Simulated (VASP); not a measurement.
# Na (I4/mmm) in VASP: single point with PBEsol

Aim: the single point of Na with PBEsol.

Program: VASP 6.6.1. These are calculated values, not measurements. Logs are shortened: lines on timing, memory, paths and dates and some standing lists are left out, and cuts for length are marked.

## 1. The cell of the first run

Symmetry: I4/mmm, No. 139, tetragonal system. Conventional cell: a = 3.777 Å, b = 3.777 Å, c = 5.275 Å, α = 90.00°, β = 90.00°, γ = 90.00°. Within 4.9 Å of Na (site symmetry 4/mmm) lie 12 Na at 3.75 to 3.78 Å.

## 2. Single point, PBEsol

File INCAR:

```
SYSTEM = Na
PREC = Accurate
ENCUT = 520
EDIFF = 1E-7
ISMEAR = -1
SIGMA = 0.1551
LREAL = Auto
LASPH = .True.
NELM = 80
ALGO = Fast
ISIF = 2
LWAVE = .False.
LCHARG = .False.
GGA = PS
NBANDS = 70
```

File KPOINTS:

```
Automatic mesh
0
Gamma
  2 2 2
  0.5 0.5 0.5
```

File POSCAR:

```
Na
1.0
   -7.5531643200      0.0000000000      5.2745533600
    7.5531643200      0.0000000000      5.2745533600
    0.0000000000      7.5531643200     -5.2745533600
Na
16
Direct
    0.0000000000      0.0000000000      0.0000000000
    0.7500000000      0.0000000000      0.2500000000
    0.5000000000      0.0000000000      0.5000000000
    0.2500000000      0.0000000000      0.7500000000
    0.7500000000      0.2500000000      0.0000000000
    0.5000000000      0.2500000000      0.2500000000
    0.2500000000      0.2500000000      0.5000000000
    0.0000000000      0.2500000000      0.7500000000
    0.5000000000      0.5000000000      0.0000000000
    0.2500000000      0.5000000000      0.2500000000
    0.0000000000      0.5000000000      0.5000000000
    0.2500000000      0.7500000000      0.0000000000
    0.0000000000      0.7500000000      0.2500000000
    0.7500000000      0.5000000000      0.7500000000
    0.7500000000      0.7500000000      0.5000000000
    0.5000000000      0.7500000000      0.7500000000
```

Potentials or basis: VASP PAW PBE potentials, release 64 (Na_pv).

On the command line:

```console
$ cat potpaw_PBE.64/Na_pv/POTCAR > POTCAR
$ mpirun -np 1 vasp_std > vasp.out
```

OUTCAR:

```text
SYSTEM = Na
   PREC = Accurate
   ENCUT = 520
   EDIFF = 1E-7
   ISMEAR = -1
   LREAL = Auto
   LASPH = .True.
   NELM = 80
   ISIF = 2
   GGA = PS

 ion  position               nearest neighbor table
   1  0.000  0.000  0.000-
   2  0.750  0.000  0.250-
   3  0.500  0.000  0.500-
   4  0.250  0.000  0.750-
   5  0.750  0.250  0.000-
   6  0.500  0.250  0.250-
[... 8 lines left out ...]
  15  0.750  0.750  0.500-
  16  0.500  0.750  0.750-

  LATTYP: Found a body centered tetragonal cell.
 ALAT       =    10.6817874202
 C/A-ratio  =     0.9875787923

  Lattice vectors:

 A1 = (  -7.5531643200,   0.0000000000,   5.2745533600)
 A2 = (   7.5531643200,   0.0000000000,   5.2745533600)
 A3 = (   0.0000000000,   7.5531643200,  -5.2745533600)

Analysis of symmetry for initial positions (statically):
=====================================================================
 Subroutine PRICEL returns following result:

  LATTYP: Found a body centered tetragonal cell.
 ALAT       =     3.7765821600
 C/A-ratio  =     1.3966473220

  Lattice vectors:

 A1 = (   1.8882910800,  -1.8882910800,   2.6372766800)
 A2 = (  -1.8882910800,   1.8882910800,   2.6372766800)
 A3 = (  -1.8882910800,  -1.8882910800,  -2.6372766800)

  16 primitive cells build up your supercell.

 Routine SETGRP: Setting up the symmetry group for a
 body centered tetragonal supercell.

 Subroutine GETGRP returns: Found 16 space group operations
 (whereof 16 operations were pure point group operations)
 out of a pool of 16 trial point group operations.

The static configuration has the point symmetry D_4h.

Analysis of symmetry for dynamics (positions and initial velocities):
=====================================================================
 Subroutine PRICEL returns following result:

  LATTYP: Found a body centered tetragonal cell.
 ALAT       =     3.7765821600
 C/A-ratio  =     1.3966473220

  Lattice vectors:

 A1 = (   1.8882910800,  -1.8882910800,   2.6372766800)
 A2 = (  -1.8882910800,   1.8882910800,   2.6372766800)
 A3 = (  -1.8882910800,  -1.8882910800,  -2.6372766800)

  16 primitive cells build up your supercell.

 Routine SETGRP: Setting up the symmetry group for a
 body centered tetragonal supercell.

 Subroutine GETGRP returns: Found 16 space group operations
 (whereof 16 operations were pure point group operations)
 out of a pool of 16 trial point group operations.

The dynamic configuration has the point symmetry D_4h.

 Subroutine INISYM returns: Found 16 space group operations
 (whereof 16 operations are pure point group operations),
 and found    16 'primitive' translations

----------------------------------------------------------------------------------------

                                     Primitive cell

  volume of cell :      37.6144

  direct lattice vectors                    reciprocal lattice vectors
     1.888291080 -1.888291080  2.637276680     0.000000000 -0.264789685  0.189589512
    -1.888291080  1.888291080  2.637276680    -0.264789685  0.000000000  0.189589512
    -1.888291080 -1.888291080 -2.637276680    -0.264789685 -0.264789685  0.000000000

  length of vectors
     3.753200593  3.753200593  3.753200593     0.325665105  0.325665105  0.374469164

  position of ions in fractional coordinates (direct lattice)
     0.000000000  0.000000000  0.000000000

  ion indices of the primitive-cell ions
   primitive index   ion index
                 1           1

----------------------------------------------------------------------------------------

 KPOINTS: Automatic mesh

Automatic generation of k-mesh.
 Grid dimensions read from file:
 generate k-points for:    2    2    2

 Generating k-lattice:

  Cartesian coordinates                     Fractional coordinates (reciprocal lattice)
    -0.033098711  0.033098711  0.047397378     0.500000000  0.000000000 -0.000000000
     0.033098711  0.033098711  0.047397378     0.000000000  0.500000000 -0.000000000
     0.000000000  0.066197421  0.000000000     0.000000000  0.000000000  0.500000000

  Length of vectors
     0.066615019  0.066615019  0.066197421

  Shift w.r.t. Gamma in fractional coordinates (k-lattice)
     0.500000000  0.500000000  0.500000000

 Subroutine IBZKPT returns following result:
 ===========================================

 Found      3 irreducible k-points:

 Following reciprocal coordinates:
            Coordinates               Weight
  0.250000  0.250000  0.250000      2.000000
 -0.250000  0.250000  0.250000      4.000000
 -0.250000 -0.250000  0.250000      2.000000
   k-points           NKPTS =      3   k-points in BZ     NKDIM =      3   number of bands    NBANDS=     70
   number of dos      NEDOS =    301   number of ions     NIONS =     16
   total plane-waves  NPLWV = 343000
   dimension x,y,z NGX =    70 NGY =   70 NGZ =   70
   dimension x,y,z NGXF=   140 NGYF=  140 NGZF=  140
   ions per type =              16
   NGX,Y,Z   is equivalent  to a cutoff of  12.63, 12.63, 12.63 a.u.
   NGXF,Y,Z  is equivalent  to a cutoff of  25.26, 25.26, 25.26 a.u.
 SYSTEM =  Na
   PREC   = accura    normal or accurate (medium, high low for compatibility)
   ISTART =      0    job   : 0-new  1-cont  2-samecut
   ICHARG =      2    charge: 1-file 2-atom 10-const
   ISPIN  =      1    spin polarized calculation?
   LNONCOLLINEAR =      F non collinear calculations
   LSORBIT =      F    spin-orbit coupling
   LASPH  =      T    aspherical Exc in radial PAW
   ENCUT  =  520.0 eV  38.22 Ry    6.18 a.u.  17.13 17.13 17.13*2*pi/ulx,y,z
   NELM   =     80;   NELMIN=  2; NELMDL= -5     # of ELM steps
   EDIFF  = 0.1E-06   stopping-criterion for ELM
   LREAL  =      T    real-space projection
   EDIFFG = 0.1E-05   stopping-criterion for IOM
   NSW    =      0    number of steps for IOM
   IBRION =     -1    ionic relax: 0-MD 1-quasi-New 2-CG
   NFREE  =      0    steps in history (QN), initial steepest desc. (CG)
   ISIF   =      2    stress and relaxation
   ISYM   =      2    0-nonsym 1-usesym 2-fastsym
   POTIM  = 0.5000    time-step for ionic-motion
   TEBEG  =    0.0;   TEEND  =   0.0 temperature during run
   PSTRESS=    0.0 pullay stress
   NELECT =     112.0000    total number of electrons
   NUPDOWN=      -1.0000    fix difference up-down
   EMIN   =  10.00;   EMAX   =-10.00  energy-range for DOS
   EFERMI =   0.00;   METHOD = LEGACY
   ISMEAR =    -1;   SIGMA  =   0.16  broadening in eV -4-tet -1-fermi 0-gaus
   EFERMI_NEDOS =   21; number of points for ismear=-14 and -15
   IALGO  =     68    algorithm
   IMIX   =      4    mixing-type and parameters
     AMIX     =   0.40;   BMIX     =  1.00
     AMIX_MAG =   1.60;   BMIX_MAG =  1.00
  volume/ion in A,a.u.               =      37.61       253.83
  Fermi-wavevector in a.u.,A,eV,Ry     =   0.934666  1.766262 11.886050  0.873600
  Thomas-Fermi vector in A             =   2.061494
   LORBIT       =      0    0 simple, 1 ext, 2 COOP (PROOUT), +10 PAW based schemes
   GGA     = PS    functional components
   LHFCALC =     F    Hartree Fock is set to
   AEXX    =    0.0000 exact exchange contribution
   IVDW    =     0    specifies the selected vdW correction
   LEPSILON=     F    determine dielectric tensor
   LRPA    =     F    only Hartree local field effects (RPA)
 non-spin polarized calculation
 RMM-DIIS sequential band-by-band and
  energy-cutoff  :      520.00
  volume of cell :      601.83
 maximum number of plane-waves:     16230
 NGX is ok and might be reduce to    70
   NGX = 35   NGY = 35   NGZ = 35

 number of electron     112.0000208 magnetization

 Free energy of the ion-electron system (eV)
  ---------------------------------------------------
  ext. energy  EPLUGINS =         0.00000000
  ---------------------------------------------------
  free energy    TOTEN  =       -22.22237455 eV

  energy without entropy =      -21.42954481  energy(sigma->0) =      -21.82595968

 E-fermi :   0.2484     XC(G=0):  -6.4628

 val. band max:        0.0713181853   @ k =  -0.2500  -0.2500   0.2500
 cond. band min:       0.6410836565   @ k =   0.2500   0.2500   0.2500
 fundamental gap:      0.5697654711
 Fermi energy:         0.2484049158

 k-point     1 :       0.2500    0.2500    0.2500
  band No.  band energies     occupation
      1     -24.5575      2.00000
      2     -24.5575      2.00000
      3     -24.5575      2.00000
      4     -24.5575      2.00000
      5     -24.5571      2.00000
      6     -24.5571      2.00000
[... 60 lines left out ...]
     67       3.1967      0.00000
     68       3.2247      0.00000

 k-point     2 :      -0.2500    0.2500    0.2500
  band No.  band energies     occupation
      1     -24.5593      2.00000
      2     -24.5593      2.00000
      3     -24.5593      2.00000
      4     -24.5593      2.00000
      5     -24.5584      2.00000
      6     -24.5582      2.00000
[... 60 lines left out ...]
     67       2.6127      0.00000
     68       2.6127      0.00000

 k-point     3 :      -0.2500   -0.2500    0.2500
  band No.  band energies     occupation
      1     -24.5591      2.00000
      2     -24.5591      2.00000
      3     -24.5591      2.00000
      4     -24.5591      2.00000
      5     -24.5580      2.00000
      6     -24.5580      2.00000
[... 60 lines left out ...]
     67       2.6523      0.00000
     68       2.6523      0.00000
 [bands above 68 left out]

------------------------ aborting loop because EDIFF is reached ----------------------------------------

  FORCE on cell =-STRESS in cart. coord.  units (eV):
  Direction    XX          YY          ZZ          XY          YZ          ZX
  --------------------------------------------------------------------------------------
  -------------------------------------------------------------------------------------
  Total       -0.4291607     -0.4291607     -0.3990137      0.0000000      0.0000000     -0.0000000
  in kB       -1.1425021     -1.1425021     -1.0622454      0.0000000      0.0000000     -0.0000000
  external PRESSURE =      -1.1157499 kB  Pullay stress =       0.0000000 kB

 VOLUME and BASIS-vectors are now :
 -----------------------------------------------------------------------------
  energy-cutoff  :      520.00
  volume of cell :      601.83
      direct lattice vectors                 reciprocal lattice vectors
    -7.553164320  0.000000000  5.274553360    -0.066197421  0.066197421  0.094794756
     7.553164320  0.000000000  5.274553360     0.066197421  0.066197421  0.094794756
     0.000000000  7.553164320 -5.274553360     0.000000000  0.132394842  0.000000000

 POSITION                                       TOTAL-FORCE (eV/Angst)
 -----------------------------------------------------------------------------------
      0.00000      0.00000      0.00000         0.000000      0.000000     -0.000000
     -5.66487      1.88829      2.63728         0.000000     -0.000000     -0.000000
     -3.77658      3.77658      0.00000        -0.000000     -0.000000     -0.000000
     -1.88829      5.66487     -2.63728         0.000000     -0.000000      0.000000
     -3.77658      0.00000      5.27455         0.000000     -0.000000      0.000000
     -1.88829      1.88829      2.63728        -0.000000     -0.000000     -0.000000
[... 8 lines left out ...]
      0.00000      3.77658      5.27455         0.000000     -0.000000      0.000000
      1.88829      5.66487      2.63728         0.000000     -0.000000     -0.000000
 -----------------------------------------------------------------------------------
    total drift:                               -0.000000      0.000000     -0.000000

  FREE ENERGIE OF THE ION-ELECTRON SYSTEM (eV)
  ---------------------------------------------------
  free  energy   TOTEN  =       -22.2223745525 eV

  energy  without entropy=      -21.4295448109  energy(sigma->0) =      -21.82595968
```

It took 6.5 min on 1 thread of Intel Xeon 8259CL, shared host; peak memory 0.65 GiB.

What came out:

```
Free energy            : -22.2224 eV
Pressure               : -0.1 GPa
Band gap on the k mesh : zero (bands 56 and 57 overlap by 0.64 eV)
```

Caveat: the k points lie up to 0.42 Å⁻¹ apart, too coarse for converged energies and pressures of a metal; the PAW data sets were made with another functional, which shifts forces and pressure a little.
